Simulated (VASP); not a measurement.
# Sb (R-3m) in VASP: notebook

Sb is run at these levels: PBE, RPBE+D3(BJ); tasks: single point.

Everything below comes from runs of VASP 6.6.1. Logs are shortened: lines on timing, memory, paths and dates and some standing lists are left out, and cuts for length are marked.

## 1. The cell of the first run

It takes space group R-3m (No. 166, trigonal). The conventional cell has a = 4.308 Å, b = 4.308 Å, c = 11.274 Å, α = 90.00°, β = 90.00°, γ = 120.00°. Sb (site symmetry 3m) has 6 Sb at 2.91 to 3.35 Å within 3.8 Å.

## 2. Single point, PBE

The input, INCAR:

```
PREC = Accurate
ENCUT = 520
EDIFF = 1E-6
ISMEAR = 0
SIGMA = 0.026000000000000002
LREAL = F
LASPH = T
NELM = 100
ALGO = Normal
ISIF = 2
LWAVE = F
LCHARG = F
GGA = PE
NBANDS = 12
```

The input, KPOINTS:

```
Automatic mesh
0
Gamma
  8 8 8
```

The input, POSCAR:

```
Sb
1.0
    2.1542000000      1.2437279499      3.7580000000
   -2.1542000000      1.2437279499      3.7580000000
    0.0000000000     -2.4874558998      3.7580000000
Sb
2
Direct
    0.7665100000      0.7665100000      0.7665100000
    0.2334900000      0.2334900000      0.2334900000
```

Potentials or basis: VASP PAW PBE potentials, release 64 (Sb).

Command:

```bash
> cat potpaw_PBE.64/Sb/POTCAR > POTCAR
> mpirun -np 1 vasp_std > vasp.out
```

OUTCAR:

```text
PREC = Accurate
   ENCUT = 520
   EDIFF = 1E-6
   ISMEAR = 0
   LREAL = F
   LASPH = T
   NELM = 100
   ISIF = 2
   GGA = PE

 ion  position               nearest neighbor table
   1  0.767  0.767  0.767-   2 2.91   2 2.91   2 2.91   2 3.35   2 3.35   2 3.35
   2  0.233  0.233  0.233-   1 2.91   1 2.91   1 2.91   1 3.35   1 3.35   1 3.35

  LATTYP: Found a trigonal (rhomboedric) cell.
 ALAT       =     4.5066618304
 COS(alpha) =     0.5430253624

  Lattice vectors:

 A1 = (   2.1542000000,   1.2437279499,   3.7580000000)
 A2 = (  -2.1542000000,   1.2437279499,   3.7580000000)
 A3 = (   0.0000000000,  -2.4874558998,   3.7580000000)

Analysis of symmetry for initial positions (statically):
=====================================================================
 Subroutine PRICEL returns:
 Original cell was already a primitive cell.

 Routine SETGRP: Setting up the symmetry group for a
 trigonal (rhombohedral) supercell.

 Subroutine GETGRP returns: Found 12 space group operations
 (whereof 12 operations were pure point group operations)
 out of a pool of 12 trial point group operations.

The static configuration has the point symmetry D_3d.

Analysis of symmetry for dynamics (positions and initial velocities):
=====================================================================
 Subroutine PRICEL returns:
 Original cell was already a primitive cell.

 Routine SETGRP: Setting up the symmetry group for a
 trigonal (rhombohedral) supercell.

 Subroutine GETGRP returns: Found 12 space group operations
 (whereof 12 operations were pure point group operations)
 out of a pool of 12 trial point group operations.

The dynamic configuration has the point symmetry D_3d.

 Subroutine INISYM returns: Found 12 space group operations
 (whereof 12 operations are pure point group operations),
 and found     1 'primitive' translations

----------------------------------------------------------------------------------------

                                     Primitive cell

  volume of cell :      60.4115

  direct lattice vectors                    reciprocal lattice vectors
     2.154200000  1.243727950  3.758000000     0.232104726  0.134005726  0.088699663
    -2.154200000  1.243727950  3.758000000    -0.232104726  0.134005726  0.088699663
     0.000000000 -2.487455900  3.758000000     0.000000000 -0.268011452  0.088699663

  length of vectors
     4.506661830  4.506661830  4.506661830     0.282307932  0.282307932  0.282307932

  position of ions in fractional coordinates (direct lattice)
     0.766510000  0.766510000  0.766510000
     0.233490000  0.233490000  0.233490000

  ion indices of the primitive-cell ions
   primitive index   ion index
                 1           1
                 2           2

----------------------------------------------------------------------------------------

 KPOINTS: Automatic mesh

Automatic generation of k-mesh.
 Grid dimensions read from file:
 generate k-points for:    8    8    8

 Generating k-lattice:

  Cartesian coordinates                     Fractional coordinates (reciprocal lattice)
     0.029013091  0.016750716  0.011087458     0.125000000  0.000000000  0.000000000
    -0.029013091  0.016750716  0.011087458     0.000000000  0.125000000  0.000000000
     0.000000000 -0.033501431  0.011087458     0.000000000  0.000000000  0.125000000

  Length of vectors
     0.035288491  0.035288491  0.035288491

  Shift w.r.t. Gamma in fractional coordinates (k-lattice)
     0.000000000  0.000000000  0.000000000

 Subroutine IBZKPT returns following result:
 ===========================================

 Found     65 irreducible k-points:

 Following reciprocal coordinates:
            Coordinates               Weight
  0.000000  0.000000  0.000000      1.000000
  0.125000 -0.000000  0.000000      6.000000
  0.250000 -0.000000  0.000000      6.000000
  0.375000 -0.000000 -0.000000      6.000000
  0.500000 -0.000000  0.000000      3.000000
  0.125000  0.125000  0.000000      6.000000
[... 16 lines left out ...]
  0.250000  0.125000  0.125000      6.000000
  0.375000  0.125000  0.125000      6.000000
 [... further k-points ...]
   k-points           NKPTS =     65   k-points in BZ     NKDIM =     65   number of bands    NBANDS=     12
   number of dos      NEDOS =    301   number of ions     NIONS =      2
   total plane-waves  NPLWV =  46656
   dimension x,y,z NGX =    36 NGY =   36 NGZ =   36
   dimension x,y,z NGXF=    72 NGYF=   72 NGZF=   72
   ions per type =               2
   NGX,Y,Z   is equivalent  to a cutoff of  13.28, 13.28, 13.28 a.u.
   NGXF,Y,Z  is equivalent  to a cutoff of  26.56, 26.56, 26.56 a.u.
 SYSTEM =  unknown system
   PREC   = accura    normal or accurate (medium, high low for compatibility)
   ISTART =      0    job   : 0-new  1-cont  2-samecut
   ICHARG =      2    charge: 1-file 2-atom 10-const
   ISPIN  =      1    spin polarized calculation?
   LNONCOLLINEAR =      F non collinear calculations
   LSORBIT =      F    spin-orbit coupling
   LASPH  =      T    aspherical Exc in radial PAW
   ENCUT  =  520.0 eV  38.22 Ry    6.18 a.u.   8.38  8.38  8.38*2*pi/ulx,y,z
   NELM   =    100;   NELMIN=  2; NELMDL= -5     # of ELM steps
   EDIFF  = 0.1E-05   stopping-criterion for ELM
   LREAL  =      F    real-space projection
   EDIFFG = 0.1E-04   stopping-criterion for IOM
   NSW    =      0    number of steps for IOM
   IBRION =     -1    ionic relax: 0-MD 1-quasi-New 2-CG
   NFREE  =      0    steps in history (QN), initial steepest desc. (CG)
   ISIF   =      2    stress and relaxation
   ISYM   =      2    0-nonsym 1-usesym 2-fastsym
   POTIM  = 0.5000    time-step for ionic-motion
   TEBEG  =    0.0;   TEEND  =   0.0 temperature during run
   PSTRESS=    0.0 pullay stress
   NELECT =      10.0000    total number of electrons
   NUPDOWN=      -1.0000    fix difference up-down
   EMIN   =  10.00;   EMAX   =-10.00  energy-range for DOS
   EFERMI =   0.00;   METHOD = LEGACY
   ISMEAR =     0;   SIGMA  =   0.03  broadening in eV -4-tet -1-fermi 0-gaus
   EFERMI_NEDOS =   21; number of points for ismear=-14 and -15
   IALGO  =     38    algorithm
   IMIX   =      4    mixing-type and parameters
     AMIX     =   0.40;   BMIX     =  1.00
     AMIX_MAG =   1.60;   BMIX_MAG =  1.00
  volume/ion in A,a.u.               =      30.21       203.84
  Fermi-wavevector in a.u.,A,eV,Ry     =   0.898880  1.698637 10.993305  0.807985
  Thomas-Fermi vector in A             =   2.021644
   LORBIT       =      0    0 simple, 1 ext, 2 COOP (PROOUT), +10 PAW based schemes
   GGA     = PE    functional components
   LHFCALC =     F    Hartree Fock is set to
   AEXX    =    0.0000 exact exchange contribution
   IVDW    =     0    specifies the selected vdW correction
   LEPSILON=     F    determine dielectric tensor
   LRPA    =     F    only Hartree local field effects (RPA)
 non-spin polarized calculation
 Gauss-broadening in eV      SIGMA  =   0.03
  energy-cutoff  :      520.00
  volume of cell :       60.41
 maximum number of plane-waves:      1638
 NGX is ok and might be reduce to    36
   NGX = 17   NGY = 17   NGZ = 17

 number of electron      10.0000000 magnetization

 Free energy of the ion-electron system (eV)
  ---------------------------------------------------
  ext. energy  EPLUGINS =         0.00000000
  ---------------------------------------------------
  free energy    TOTEN  =        -8.25626496 eV

  energy without entropy =       -8.25606722  energy(sigma->0) =       -8.25616609

 E-fermi :   7.3792     XC(G=0):  -9.5309

 val. band max:        7.3784748318   @ k =   0.3750   0.1250   0.1250
 cond. band min:       7.4201687425   @ k =   0.5000   0.5000   0.5000
 fundamental gap:      0.0416939107
 Fermi energy:         7.3792146915

 k-point     1 :       0.0000    0.0000    0.0000
  band No.  band energies     occupation
      1      -5.4388      2.00000
      2       2.4905      2.00000
      3       5.2199      2.00000
      4       5.4838      2.00000
      5       5.4838      2.00000
      6       9.3484      0.00000
      7       9.9804      0.00000
      8       9.9804      0.00000
      9      12.3692      0.00000
     10      12.3692      0.00000
     11      12.5295      0.00000
     12      13.8743      0.00000

 k-point     2 :       0.1250   -0.0000    0.0000
  band No.  band energies     occupation
      1      -5.2664      2.00000
      2       1.7590      2.00000
      3       5.2595      2.00000
      4       5.4428      2.00000
      5       5.7599      2.00000
      6       9.2440      0.00000
      7       9.5455      0.00000
      8       9.5844      0.00000
      9      11.8396      0.00000
     10      12.2839      0.00000
     11      12.4591      0.00000
     12      14.9617      0.00000

 k-point     3 :       0.2500   -0.0000    0.0000
  band No.  band energies     occupation
      1      -4.7541      2.00000
      2       0.2941      2.00000
      3       5.2779      2.00000
      4       5.3706      2.00000
      5       6.2098      2.00000
      6       8.5408      0.00000
      7       8.6642      0.00000
      8       8.7500      0.00000
      9      12.1975      0.00000
     10      12.7838      0.00000
     11      13.2938      0.00000
     12      17.0545      0.00000
[... 286 lines left out ...]
 k-point    23 :       0.2500    0.1250    0.1250
  band No.  band energies     occupation
      1      -5.0348      2.00000
      2       0.9447      2.00000
      3       4.5061      2.00000
      4       5.8263      2.00000
      5       6.7335      2.00000
      6       8.4458      0.00000
      7       8.5073      0.00000
      8      10.2484      0.00000
      9      12.0464      0.00000
     10      12.5180      0.00000
     11      13.3366      0.00000
     12      14.7294      0.00000

 k-point    24 :       0.3750    0.1250    0.1250
  band No.  band energies     occupation
      1      -4.4406      2.00000
      2      -0.2524      2.00000
      3       3.9129      2.00000
      4       5.7469      2.00000
      5       7.3785      1.03210
      6       7.4743      0.00000
      7       7.9574      0.00000
      8      10.3281      0.00000
      9      12.2793      0.00000
     10      13.2346      0.00000
     11      14.4675      0.00000
     12      16.2170      0.00000

 [... further k-points ...]

------------------------ aborting loop because EDIFF is reached ----------------------------------------

  FORCE on cell =-STRESS in cart. coord.  units (eV):
  Direction    XX          YY          ZZ          XY          YZ          ZX
  --------------------------------------------------------------------------------------
  -------------------------------------------------------------------------------------
  Total        1.1400980      1.1400980      0.8599402      0.0000000      0.0000000      0.0000000
  in kB       30.2366260     30.2366260     22.8065392      0.0000000      0.0000000      0.0000000
  external PRESSURE =      27.7599304 kB  Pullay stress =       0.0000000 kB

 VOLUME and BASIS-vectors are now :
 -----------------------------------------------------------------------------
  energy-cutoff  :      520.00
  volume of cell :       60.41
      direct lattice vectors                 reciprocal lattice vectors
     2.154200000  1.243727950  3.758000000     0.232104726  0.134005726  0.088699663
    -2.154200000  1.243727950  3.758000000    -0.232104726  0.134005726  0.088699663
     0.000000000 -2.487455900  3.758000000     0.000000000 -0.268011452  0.088699663

 POSITION                                       TOTAL-FORCE (eV/Angst)
 -----------------------------------------------------------------------------------
      0.00000      0.00000      8.64163         0.000000     -0.000000     -0.185100
      0.00000      0.00000      2.63237         0.000000      0.000000      0.185100
 -----------------------------------------------------------------------------------
    total drift:                                0.000000     -0.000000     -0.000000

  FREE ENERGIE OF THE ION-ELECTRON SYSTEM (eV)
  ---------------------------------------------------
  free  energy   TOTEN  =        -8.2562649636 eV

  energy  without entropy=       -8.2560672195  energy(sigma->0) =       -8.25616609
```

It took 45 s on 1 thread of Intel Xeon 8259CL, shared host; peak memory 0.22 GiB.

Results:

```yaml
Free_energy: -8.2563 eV
Pressure: 2.8 GPa
Largest_force: 0.185 eV/Å
Band_gap_on_the_k_mesh: zero (bands 5 and 6 overlap by 0.30 eV)
```

Forces in eV/Å, atoms in the order of the input:
```
Sb   0.000  0.000 -0.185
Sb   0.000  0.000  0.185
```

Levels at points of the mesh, in eV from the Fermi level:
```csv
k point,band 2,band 3,band 4,band 5,band 6,band 7,band 8,band 9
"(0.00, 0.00, 0.00)",-4.89,-2.16,-1.90,-1.90,1.97,2.60,2.60,4.99
"(0.50, 0.00, 0.00)",-9.73,-2.04,-1.92,-0.38,-0.30,0.10,0.41,7.47
"(0.50, 0.50, 0.00)",-8.10,-5.53,-3.85,-3.76,1.43,4.85,5.43,6.85
"(0.50, 0.50, 0.50)",-9.07,-1.41,-1.41,-0.57,0.04,0.04,1.04,6.90
```

Caveat: spin-orbit coupling is left out, which moves the levels of the heavy elements.

## 3. Single point, PBE

The input, INCAR:

```
ALGO     = Normal         # electronic algorithm
EDIFF    = 1E-6           # SCF threshold, eV
ENCUT    = 520            # plane-wave cutoff, eV
GGA      = PE             # functional
ISIF     = 2              # what is computed and relaxed
ISMEAR   = 0              # smearing method
LASPH    = True           # aspherical terms in the spheres
LCHARG   = True           # write CHGCAR
LELF     = True           # ELF
LREAL    = False          # projectors in reciprocal space
LVHAR    = True         
LWAVE    = False          # write WAVECAR
NBANDS   = 12             # bands
NELM     = 60             # most SCF steps
PREC     = Accurate       # precision mode
SIGMA    = 0.013000000000000001 # smearing width, eV
```

The input, KPOINTS:

```
k-points
0
Gamma
  8 8 8
```

POSCAR is that of step 2.

Potentials or basis: VASP PAW PBE potentials, release 64 (Sb).

Command:

```bash
> cat potpaw_PBE.64/Sb/POTCAR > POTCAR
> mpirun -np 1 vasp_std > vasp.out
```

Wall time 66 s (1 thread of Intel Xeon 8259CL, shared host); peak memory 0.22 GiB.

It converged, with:

* Free energy: -8.2562 eV
* Pressure: 2.8 GPa
* Largest force: 0.185 eV/Å
* Band gap on the k mesh: zero (bands 5 and 6 overlap by 0.30 eV)

Forces in eV/Å, atoms in the order of the input:
```
Sb   0.000  0.000 -0.185
Sb   0.000  0.000  0.185
```

Stress tensor (GPa, compression positive):
```
3.03 0.00 0.00
0.00 3.03 0.00
0.00 0.00 2.28
```

Levels at points of the mesh, in eV from the Fermi level:
| k point | band 2 | band 3 | band 4 | band 5 | band 6 | band 7 | band 8 | band 9 |
| --- | --- | --- | --- | --- | --- | --- | --- | --- |
| (0.00, 0.00, 0.00) | -4.89 | -2.16 | -1.89 | -1.89 | 1.97 | 2.60 | 2.60 | 4.99 |
| (0.50, 0.00, 0.00) | -9.73 | -2.04 | -1.92 | -0.38 | -0.30 | 0.10 | 0.41 | 7.47 |
| (0.50, 0.50, 0.00) | -8.10 | -5.53 | -3.85 | -3.76 | 1.43 | 4.85 | 5.43 | 6.85 |
| (0.50, 0.50, 0.50) | -9.07 | -1.41 | -1.41 | -0.57 | 0.04 | 0.04 | 1.04 | 6.90 |

Caveat: spin-orbit coupling is left out, which moves the levels of the heavy elements.

## 4. Single point, PBE

The input, INCAR:

```
SYSTEM = Sb
  PREC = Accurate
  ENCUT = 520
  EDIFF = 1E-7
  ISMEAR = 0
  SIGMA = 0.025
  LREAL = .FALSE.
  LASPH = .TRUE.
  NELM = 60
  ALGO = Normal
  ISIF = 2
  LWAVE = .FALSE.
  LCHARG = .FALSE.
  GGA = PE
  NBANDS = 12
```

The input, KPOINTS:

```
Automatic mesh
0
G
  8 8 8
  0 0 0
```

POSCAR is that of step 3.

Command:

```bash
> cat potpaw_PBE.64/Sb/POTCAR > POTCAR
> mpirun -np 1 vasp_std > vasp.out
```

It took 61 s on 1 thread of Intel Xeon 8259CL, shared host; peak memory 0.22 GiB.

Results (log left out):

- Free energy: -8.2563 eV
- Pressure: 2.8 GPa
- Largest force: 0.185 eV/Å
- Band gap on the k mesh: zero (bands 5 and 6 overlap by 0.30 eV)

Forces on the atoms (eV/Å):
```
Sb   0.000  0.000 -0.185
Sb   0.000  0.000  0.185
```

Stress tensor (GPa, compression positive):
```
3.02 0.00 0.00
0.00 3.02 0.00
0.00 0.00 2.28
```

Levels at points of the mesh, in eV from the Fermi level:
| k point | band 2 | band 3 | band 4 | band 5 | band 6 | band 7 | band 8 | band 9 |
| --- | --- | --- | --- | --- | --- | --- | --- | --- |
| (0.00, 0.00, 0.00) | -4.89 | -2.16 | -1.90 | -1.90 | 1.97 | 2.60 | 2.60 | 4.99 |
| (0.50, 0.00, 0.00) | -9.73 | -2.04 | -1.92 | -0.38 | -0.30 | 0.10 | 0.41 | 7.47 |
| (0.50, 0.50, 0.00) | -8.10 | -5.53 | -3.85 | -3.76 | 1.43 | 4.85 | 5.43 | 6.85 |
| (0.50, 0.50, 0.50) | -9.07 | -1.41 | -1.41 | -0.57 | 0.04 | 0.04 | 1.04 | 6.90 |

Caveat: spin-orbit coupling is left out, which moves the levels of the heavy elements.

## 5. Single point, RPBE+D3(BJ)

This run uses another cell than the first one, of 23.11 Å³/atom.

The input, INCAR:

```
PREC = Accurate
ENCUT = 520
EDIFF = 1E-7
ISMEAR = -1
SIGMA = 0.05
LREAL = False
LASPH = True
NELM = 100
ALGO = Normal
ISIF = 2
LWAVE = False
LCHARG = False
GGA = RP
IVDW = 12
NBANDS = 12
```

The input, KPOINTS:

```
regular mesh
0
Gamma
  8 8 8
```

The input, POSCAR:

```
Sb
1.0
    1.9569674085      1.1298556601      3.4839373976
   -1.9569674085      1.1298556601      3.4839373976
    0.0000000000     -2.2597113202      3.4839373976
Sb
2
Direct
    0.7500160171      0.7500160171      0.7500160171
    0.2499839829      0.2499839829      0.2499839829
```

Command:

```bash
> cat potpaw_PBE.64/Sb/POTCAR > POTCAR
> mpirun -np 1 vasp_std > vasp.out
```

It took 30 s on 1 thread of Intel Xeon 8259CL, shared host; peak memory 0.2 GiB.

The run converged. Its results:

* Free energy: -12.4759 eV
* Pressure: 0.3 GPa
* Band gap on the k mesh: zero (bands 5 and 6 overlap by 1.48 eV)
* Dispersion energy per atom: -3.033 eV

Forces in eV/Å, atoms in the order of the input:
```
Sb   0.000  0.000 -0.002
Sb   0.000  0.000  0.002
```

Stress tensor (GPa, compression positive):
```
0.22 0.00 0.00
0.00 0.22 0.00
0.00 0.00 0.33
```

Levels at points of the mesh, in eV from the Fermi level:
```
           k point  band 2  band 3  band 4  band 5  band 6  band 7  band 8  band 9
(0.00, 0.00, 0.00)   -3.11   -2.89   -1.73   -1.73    3.76    3.80    3.80    4.16
(0.50, 0.00, 0.00)  -11.12   -1.50   -1.50   -0.91   -0.91    0.45    0.45    8.18
(0.50, 0.50, 0.00)   -7.60   -7.34   -5.26   -4.41    1.13    6.62    6.80    9.51
(0.50, 0.50, 0.50)  -11.56   -0.47   -0.47   -0.47   -0.47    1.39    1.40    9.33
```

Caveat: the PAW data sets were made with another functional, which shifts forces and pressure a little; spin-orbit coupling is left out, which moves the levels of the heavy elements.

[end of part 1 of 2]
